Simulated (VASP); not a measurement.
Set up this calculation in VASP 6.6.1, as the native input.

```
Task                   : relaxation of cell and atoms
Functional             : PBE
Potentials or basis    : VASP PAW PBE potentials, release 64 (In_d, Pd)
Cutoff                 : 600 eV
k mesh                 : 9 × 9 × 6
Occupations            : gaussian, width 0.1 eV
Spin                   : no spin polarisation
Dipole correction      : no
Further INCAR settings : ALGO = Normal; EDIFF = 1e-06; IBRION = 2; EDIFFG = -0.015; NSW = 80; ISIF = 3
```

The structure of InPd lies in POSCAR:

```
InPd
1.0
    0.0000000000     -3.3052635960      3.3052635960
   -3.3052635960      3.3052635960      0.0000000000
   -3.3052635960     -3.3052635960     -3.3052635960
In Pd
3 3
Direct
    0.6666666667      0.3333333333      0.6666666667
    0.3333333333      0.6666666667      0.3333333333
    0.0000000000      0.0000000000      0.0000000000
    0.6666666667      0.3333333333      0.1666666667
    0.3333333333      0.6666666667      0.8333333333
    0.0000000000      0.0000000000      0.5000000000
```

The input as run:

INCAR

```
PREC = Accurate
ENCUT = 600
EDIFF = 1E-6
ISMEAR = 0
SIGMA = 0.1
LREAL = F
LASPH = T
NELM = 100
ALGO = Normal
ISIF = 3
LWAVE = F
LCHARG = F
GGA = PE
IBRION = 2
NSW = 80
EDIFFG = -0.015
```

KPOINTS

```
Automatic mesh
0
Gamma
  9 9 6
```

Potentials or basis: VASP PAW PBE potentials, release 64 (In_d, Pd).

Launch:

```sh
$ cat potpaw_PBE.64/In_d/POTCAR potpaw_PBE.64/Pd/POTCAR > POTCAR
$ mpirun -np 1 vasp_std > vasp.out
```

Results of the run:

```yaml
Relaxed_volume: 18.08 Å³/atom
Relaxed_cell: a = 4.672 Å, b = 4.672 Å, c = 5.740 Å, α = 90.00°, β = 90.00°, γ = 120.00°
Space_group_after_relaxing_to_0.1_Å: Pm-3m (No. 221)
Energy_gained_by_relaxing: 0.1 meV/atom
Ionic_steps: 2
Pressure_after_relaxing: -0.1 GPa
Band_gap_on_the_k_mesh: zero (an odd number of electrons rules out a gap without spin polarisation)
```

Caveat: spin-orbit coupling is left out, which moves the levels of the heavy elements.

It took 4.2 min on 1 thread of Intel(R) Xeon(R) 6975P-C (Granite Rapids) (shared host), peak memory 0.45 GiB.
